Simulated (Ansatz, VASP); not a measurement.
## One calculation of Ge, two programs

File INCAR:

```
SYSTEM = Ge
  ALGO = Normal
  EDIFF = 1E-7
  EDIFFG = -0.04
  ENCUT = 600
  GGA = PE
  IBRION = 2
  ISIF = 3
  ISMEAR = 0
  LASPH = .True.
  LCHARG = .False.
  LREAL = .False.
  LWAVE = .False.
  NELM = 100
  NSW = 90
  PREC = Accurate
  SIGMA = 0.1
```

KPOINTS

```
k-points
0
Gamma
  4 4 6
  0 0 0
```

Contents of POSCAR:

```
Ge
1.0
    2.9413471581     -3.7467341132      0.0000000000
    2.9413471581      3.7467341132      0.0000000000
    0.0000000000      0.0000000000      3.5221565043
Ge
4
Direct
    0.2491313930      0.2491313930      0.0000000000
    0.7508686070      0.7508686070      0.0000000000
    0.7617071132      0.2382928868      0.5000000000
    0.2382928868      0.7617071132      0.5000000000
```

Input for Ansatz:

```yaml
crystal:
  lattice:
    - [2.9413471581, -3.7467341132, 0.0]
    - [2.9413471581, 3.7467341132, 0.0]
    - [0.0, 0.0, 3.5221565043]
  atoms:
    - { symbol: Ge, position: [0.249131393, 0.249131393, 0.0] }
    - { symbol: Ge, position: [0.750868607, 0.750868607, 0.0] }
    - { symbol: Ge, position: [0.7617071132, 0.2382928868, 0.5] }
    - { symbol: Ge, position: [0.2382928868, 0.7617071132, 0.5] }
basis:
  ecutwfc: 420
kpoints:
  mp_grid: { grid: [4, 4, 6] }
hamiltonian:
  xc: pbe
scf:
  occupations: { method: gaussian, width: 0.1 }
  lower_state_search: "off"
output:
  forces: true
  stress: true
  eigenvalues: true
relax:
  adjacent_minimum: "off"
  f_tol: 0.04
  max_steps: 70
  cell: { stress_tol: 0.4 }
```

Alike in both runs: task relaxation of cell and atoms; functional PBE; k mesh 4 × 4 × 6; occupations gaussian, width 0.1 eV; no spin polarisation.

```csv
,VASP,Ansatz
version,VASP 6.6.1,Ansatz 0.2.0
potentials or method,"VASP PAW PBE potentials, release 64 (Ge_d), cutoff 600 eV","scalar-relativistic, plane waves, PAW"
valence electrons in the cell,56,56
```

|  | VASP | Ansatz | Ansatz less VASP |
| --- | --- | --- | --- |
| gap on the k mesh at the Fermi level, each at its own relaxed structure (eV) | none | none | - |
| relaxed volume (Å³/atom) | 19.42 | 19.35 | -0.069 |
| relaxed length of the cell vector where the two differ most in proportion (Å) | 4.920 | 4.910 | -0.0103 |

A gap of «none» marks a metal or a gap that the smearing closes.
